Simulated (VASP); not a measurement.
# V (Fm-3m) in VASP: a series of runs

Runs on V. Level: PBE. Tasks: single point.

All numbers are computed with VASP 6.6.1; they aren't measurements. Logs are shortened: lines on timing, memory, paths and dates and some standing lists are left out, and cuts for length are marked.

### 1 The cell of the first run

Symmetry: Fm-3m, No. 225, cubic system. Conventional cell: a = 3.698 Å, b = 3.698 Å, c = 3.698 Å, α = 90.00°, β = 90.00°, γ = 90.00°. Within 3.4 Å of V (site symmetry m-3m) lie 12 V at 2.62 Å.

### 2 Single point, PBE (volume scaled by 0.91)

INCAR

```
SYSTEM = V
ALGO     = Normal         ! electronic algorithm
EDIFF    = 1E-7           ! SCF threshold, eV
ENCUT    = 520            ! plane-wave cutoff, eV
GGA      = PE             ! functional
ISIF     = 2              ! what is computed and relaxed
ISMEAR   = 0              ! smearing method
LASPH    = .TRUE.         ! aspherical terms in the spheres
LCHARG   = .FALSE.        ! write CHGCAR
LREAL    = .FALSE.        ! projectors in reciprocal space
LWAVE    = .FALSE.        ! write WAVECAR
NBANDS   = 12             ! bands
NELM     = 60             ! most SCF steps
PREC     = Accurate       ! precision mode
SIGMA    = 0.1            ! smearing width, eV
```

KPOINTS

```
k-points
0
G
  18 18 18
  0 0 0
```

POSCAR

```
V
1.0
    0.0000000000      1.8492211621      1.8492211621
    1.8492211621      0.0000000000      1.8492211621
    1.8492211621      1.8492211621      0.0000000000
V
1
Direct
    0.0000000000      0.0000000000      0.0000000000
```

Potentials or basis: VASP PAW PBE potentials, release 64 (V_sv).

Started as:

```sh
$ cat potpaw_PBE.64/V_sv/POTCAR > POTCAR
$ mpirun -np 1 vasp_std > vasp.out
```

OUTCAR:

```text
SYSTEM = V
   EDIFF = 1E-7
   ENCUT = 520
   GGA = PE
   ISIF = 2
   ISMEAR = 0
   LASPH = .TRUE.
   LREAL = .FALSE.
   NELM = 60
   PREC = Accurate

 ion  position               nearest neighbor table
   1  0.000  0.000  0.000-

  LATTYP: Found a face centered cubic cell.
 ALAT       =     3.6984423242

  Lattice vectors:

 A1 = (   0.0000000000,   1.8492211621,   1.8492211621)
 A2 = (   1.8492211621,   0.0000000000,   1.8492211621)
 A3 = (   1.8492211621,   1.8492211621,   0.0000000000)

Analysis of symmetry for initial positions (statically):
=====================================================================
 Subroutine PRICEL returns:
 Original cell was already a primitive cell.

 Routine SETGRP: Setting up the symmetry group for a
 face centered cubic supercell.

 Subroutine GETGRP returns: Found 48 space group operations
[... 9 lines left out ...]

 Routine SETGRP: Setting up the symmetry group for a
 face centered cubic supercell.

 Subroutine GETGRP returns: Found 48 space group operations
[... 11 lines left out ...]
                                     Primitive cell

  volume of cell :      12.6473

  direct lattice vectors                    reciprocal lattice vectors
     0.000000000  1.849221162  1.849221162    -0.270384100  0.270384100  0.270384100
     1.849221162  0.000000000  1.849221162     0.270384100 -0.270384100  0.270384100
     1.849221162  1.849221162  0.000000000     0.270384100  0.270384100 -0.270384100

  length of vectors
     2.615193647  2.615193647  2.615193647     0.468318999  0.468318999  0.468318999

  position of ions in fractional coordinates (direct lattice)
     0.000000000  0.000000000  0.000000000

  ion indices of the primitive-cell ions
   primitive index   ion index
                 1           1

----------------------------------------------------------------------------------------

 KPOINTS: k-points

Automatic generation of k-mesh.
 Grid dimensions read from file:
 generate k-points for:   18   18   18

 Generating k-lattice:

  Cartesian coordinates                     Fractional coordinates (reciprocal lattice)
    -0.015021339  0.015021339  0.015021339     0.055555556  0.000000000  0.000000000
     0.015021339 -0.015021339  0.015021339     0.000000000  0.055555556  0.000000000
     0.015021339  0.015021339 -0.015021339     0.000000000  0.000000000  0.055555556

  Length of vectors
     0.026017722  0.026017722  0.026017722

  Shift w.r.t. Gamma in fractional coordinates (k-lattice)
     0.000000000  0.000000000  0.000000000

 Subroutine IBZKPT returns following result:
 ===========================================

 Found    195 irreducible k-points:

 Following reciprocal coordinates:
            Coordinates               Weight
  0.000000  0.000000  0.000000      1.000000
  0.055556  0.000000  0.000000      8.000000
  0.111111  0.000000  0.000000      8.000000
  0.166667  0.000000  0.000000      8.000000
  0.222222  0.000000  0.000000      8.000000
  0.277778  0.000000  0.000000      8.000000
[... 16 lines left out ...]
 -0.277778  0.055556  0.000000     24.000000
 -0.222222  0.055556  0.000000     24.000000
 [... further k-points ...]
   k-points           NKPTS =    195   k-points in BZ     NKDIM =    195   number of bands    NBANDS=     12
   number of dos      NEDOS =    301   number of ions     NIONS =      1
   total plane-waves  NPLWV =   8000
   dimension x,y,z NGX =    20 NGY =   20 NGZ =   20
   dimension x,y,z NGXF=    40 NGYF=   40 NGZF=   40
   ions per type =               1
   NGX,Y,Z   is equivalent  to a cutoff of  12.71, 12.71, 12.71 a.u.
   NGXF,Y,Z  is equivalent  to a cutoff of  25.43, 25.43, 25.43 a.u.
 SYSTEM =  V
   PREC   = accura    normal or accurate (medium, high low for compatibility)
   ISTART =      0    job   : 0-new  1-cont  2-samecut
   ICHARG =      2    charge: 1-file 2-atom 10-const
   ISPIN  =      1    spin polarized calculation?
   LNONCOLLINEAR =      F non collinear calculations
   LSORBIT =      F    spin-orbit coupling
   LASPH  =      T    aspherical Exc in radial PAW
   ENCUT  =  520.0 eV  38.22 Ry    6.18 a.u.   4.86  4.86  4.86*2*pi/ulx,y,z
   NELM   =     60;   NELMIN=  2; NELMDL= -5     # of ELM steps
   EDIFF  = 0.1E-06   stopping-criterion for ELM
   LREAL  =      F    real-space projection
   EDIFFG = 0.1E-05   stopping-criterion for IOM
   NSW    =      0    number of steps for IOM
   IBRION =     -1    ionic relax: 0-MD 1-quasi-New 2-CG
   NFREE  =      0    steps in history (QN), initial steepest desc. (CG)
   ISIF   =      2    stress and relaxation
   ISYM   =      2    0-nonsym 1-usesym 2-fastsym
   POTIM  = 0.5000    time-step for ionic-motion
   TEBEG  =    0.0;   TEEND  =   0.0 temperature during run
   PSTRESS=    0.0 pullay stress
   NELECT =      13.0000    total number of electrons
   NUPDOWN=      -1.0000    fix difference up-down
   EMIN   =  10.00;   EMAX   =-10.00  energy-range for DOS
   EFERMI =   0.00;   METHOD = LEGACY
   ISMEAR =     0;   SIGMA  =   0.10  broadening in eV -4-tet -1-fermi 0-gaus
   EFERMI_NEDOS =   21; number of points for ismear=-14 and -15
   IALGO  =     38    algorithm
   IMIX   =      4    mixing-type and parameters
     AMIX     =   0.40;   BMIX     =  1.00
     AMIX_MAG =   1.60;   BMIX_MAG =  1.00
  volume/ion in A,a.u.               =      12.65        85.35
  Fermi-wavevector in a.u.,A,eV,Ry     =   1.652179  3.122166 37.139761  2.729695
  Thomas-Fermi vector in A             =   2.740832
   LORBIT       =      0    0 simple, 1 ext, 2 COOP (PROOUT), +10 PAW based schemes
   GGA     = PE    functional components
   LHFCALC =     F    Hartree Fock is set to
   AEXX    =    0.0000 exact exchange contribution
   IVDW    =     0    specifies the selected vdW correction
   LEPSILON=     F    determine dielectric tensor
   LRPA    =     F    only Hartree local field effects (RPA)
 non-spin polarized calculation
 Gauss-broadening in eV      SIGMA  =   0.10
  energy-cutoff  :      520.00
  volume of cell :       12.65
 maximum number of plane-waves:       349
   NGX =  9   NGY =  9   NGZ =  9

 number of electron      12.9999993 magnetization

 Free energy of the ion-electron system (eV)
  ---------------------------------------------------
  ext. energy  EPLUGINS =         0.00000000
  ---------------------------------------------------
  free energy    TOTEN  =        -8.67937591 eV

  energy without entropy =       -8.67162932  energy(sigma->0) =       -8.67550261

 E-fermi :  10.8641     XC(G=0): -13.2522

 val. band max:       10.8524898308   @ k =  -0.3333   0.3889   0.0556
 cond. band min:      10.8696820159   @ k =   0.5000   0.0000   0.0000
 fundamental gap:      0.0171921851
 Fermi energy:        10.8640622362

 k-point     1 :       0.0000    0.0000    0.0000
  band No.  band energies     occupation
      1     -53.1323      2.00000
      2     -26.3297      2.00000
      3     -26.3297      2.00000
      4     -26.3297      2.00000
      5       3.8059      2.00000
      6      11.0151      0.03267
      7      11.0151      0.03267
      8      11.0151      0.03267
      9      12.9986      0.00000
     10      12.9986      0.00000
     11      29.0466      0.00000
     12      34.7410      0.00000

 k-point     2 :       0.0556    0.0000    0.0000
  band No.  band energies     occupation
      1     -53.1253      2.00000
      2     -26.3642      2.00000
      3     -26.3339      2.00000
      4     -26.3339      2.00000
      5       3.9314      2.00000
      6      10.9440      0.25845
      7      11.0608      0.00540
      8      11.0608      0.00540
      9      12.9697      0.00000
     10      12.9697      0.00000
     11      29.1528      0.00000
     12      33.7443      0.00000

 k-point     3 :       0.1111    0.0000    0.0000
  band No.  band energies     occupation
      1     -53.1050      2.00000
      2     -26.4629      2.00000
      3     -26.3459      2.00000
      4     -26.3459      2.00000
      5       4.2967      2.00000
      6      10.7529      1.88421
      7      11.1794      0.00001
      8      11.1794      0.00001
      9      12.9052      0.00000
     10      12.9052      0.00000
     11      29.3611      0.00000
     12      31.9582      0.00000

 k-point     4 :       0.1667    0.0000    0.0000
  band No.  band energies     occupation
      1     -53.0739      2.00000
      2     -26.6125      2.00000
      3     -26.3643      2.00000
      4     -26.3643      2.00000
      5       4.8661      2.00000
      6      10.5033      2.00000
      7      11.3095      0.00000
      8      11.3095      0.00000
      9      12.8755      0.00000
     10      12.8755      0.00000
     11      29.0695      0.00000
     12      30.5614      0.00000

 k-point     5 :       0.2222    0.0000    0.0000
  band No.  band energies     occupation
      1     -53.0355      2.00000
      2     -26.7936      2.00000
      3     -26.3868      2.00000
      4     -26.3868      2.00000
      5       5.5695      2.00000
      6      10.2885      2.00000
      7      11.3559      0.00000
      8      11.3559      0.00000
      9      12.9818      0.00000
     10      12.9818      0.00000
     11      27.5589      0.00000
     12      30.1616      0.00000
[... 228 lines left out ...]
      1     -52.9117      2.00000
      2     -27.3281      2.00000
      3     -26.4878      2.00000
      4     -26.4521      2.00000
      5       7.2649      2.00000
      6      10.8112      1.54512
      7      11.0208      0.02661
      8      11.1622      0.00002
      9      13.9223      0.00000
     10      14.4571      0.00000
     11      22.1135      0.00000
     12      28.5102      0.00000

 k-point    22 :      -0.3333    0.0556    0.0000
  band No.  band energies     occupation
      1     -52.9400      2.00000
      2     -27.2048      2.00000
      3     -26.4750      2.00000
      4     -26.4315      2.00000
      5       7.0554      2.00000
      6      10.5192      2.00000
      7      11.0261      0.02194
      8      11.1467      0.00006
      9      13.5274      0.00000
     10      14.1195      0.00000
     11      23.5600      0.00000
     12      28.9601      0.00000

 k-point    23 :      -0.2778    0.0556    0.0000
  band No.  band energies     occupation
      1     -52.9766      2.00000
      2     -27.0427      2.00000
      3     -26.4552      2.00000
      4     -26.4076      2.00000
      5       6.5895      2.00000
      6      10.1926      2.00000
      7      11.1802      0.00001
      8      11.3006      0.00000
      9      13.1084      0.00000
     10      13.7301      0.00000
     11      25.2486      0.00000
     12      29.4930      0.00000

 k-point    24 :      -0.2222    0.0556    0.0000
  band No.  band energies     occupation
      1     -53.0171      2.00000
      2     -26.8604      2.00000
      3     -26.4305      2.00000
      4     -26.3832      2.00000
      5       5.9106      2.00000
      6      10.1729      2.00000
      7      11.3116      0.00000
      8      11.4184      0.00000
      9      12.7719      0.00000
     10      13.3740      0.00000
     11      27.0286      0.00000
     12      29.9466      0.00000

 [... further k-points ...]
[... 5 lines left out ...]
  --------------------------------------------------------------------------------------
  -------------------------------------------------------------------------------------
  Total        1.5950721      1.5950721      1.5950721     -0.0000000     -0.0000000     -0.0000000
  in kB      202.0665096    202.0665096    202.0665096     -0.0000000     -0.0000000     -0.0000000
  external PRESSURE =     202.0665096 kB  Pullay stress =       0.0000000 kB

 VOLUME and BASIS-vectors are now :
 -----------------------------------------------------------------------------
  energy-cutoff  :      520.00
  volume of cell :       12.65
      direct lattice vectors                 reciprocal lattice vectors
     0.000000000  1.849221162  1.849221162    -0.270384100  0.270384100  0.270384100
     1.849221162  0.000000000  1.849221162     0.270384100 -0.270384100  0.270384100
     1.849221162  1.849221162  0.000000000     0.270384100  0.270384100 -0.270384100

 POSITION                                       TOTAL-FORCE (eV/Angst)
 -----------------------------------------------------------------------------------
      0.00000      0.00000      0.00000         0.000000      0.000000      0.000000
 -----------------------------------------------------------------------------------
    total drift:                                0.000000      0.000000      0.000000

  FREE ENERGIE OF THE ION-ELECTRON SYSTEM (eV)
  ---------------------------------------------------
  free  energy   TOTEN  =        -8.6793759060 eV

  energy  without entropy=       -8.6716293154  energy(sigma->0) =       -8.67550261
```

Run time: 14 s. Hardware: 1 thread of Intel Xeon 6975P-C, shared host; peak memory 0.15 GiB.

Results:

| Item | Value |
| --- | --- |
| Free energy | -8.6794 eV |
| Pressure | 20.2 GPa |

Levels at points of the mesh, in eV from the Fermi level:
```
           k point  band 2  band 3  band 4  band 5  band 6  band 7  band 8  band 9  band 10  band 11
(0.00, 0.00, 0.00)  -37.19  -37.19  -37.19   -7.06    0.15    0.15    0.15    2.13     2.13    18.18
(0.50, 0.00, 0.00)  -38.29  -37.33  -37.33   -3.62    0.01    0.01    1.06    3.46     3.46    10.11
(0.50, 0.50, 0.00)  -38.21  -37.57  -37.57   -3.91   -2.99    3.45    3.81    3.81     3.90    12.91
```

### 3 Single point, PBE (volume scaled by 0.94)

INCAR

```
PREC = Accurate
ENCUT = 520
EDIFF = 1E-6
ISMEAR = 0
SIGMA = 0.1
LREAL = False
LASPH = True
NELM = 60
ALGO = Normal
ISIF = 2
LWAVE = False
LCHARG = True
GGA = PE
LELF = True
LVHAR = True
NBANDS = 12
```

KPOINTS

```
Automatic mesh
0
Gamma
  18 18 18
```

POSCAR

```
V
1.0
    0.0000000000      1.8693229670      1.8693229670
    1.8693229670      0.0000000000      1.8693229670
    1.8693229670      1.8693229670      0.0000000000
V
1
Direct
    0.0000000000      0.0000000000      0.0000000000
```

Potentials or basis: VASP PAW PBE potentials, release 64 (V_sv).

Started as:

```sh
$ cat potpaw_PBE.64/V_sv/POTCAR > POTCAR
$ mpirun -np 1 vasp_std > vasp.out
```

Run time: 18 s. Hardware: 1 thread of Intel Xeon 6975P-C, shared host; peak memory 0.14 GiB.

Results (log left out):

* Free energy: -8.7219 eV
* Pressure: 12.5 GPa

Levels at points of the mesh, in eV from the Fermi level:
```
           k point  band 4  band 5  band 6  band 7  band 8  band 9
(0.00, 0.00, 0.00)  -37.28   -6.98    0.16    0.16    0.16    2.06
(0.50, 0.00, 0.00)  -37.40   -3.51    0.02    0.02    0.96    3.32
(0.50, 0.50, 0.00)  -37.62   -3.74   -2.85    3.31    3.66    3.66
```

(Part 1 of 2 ends here.)
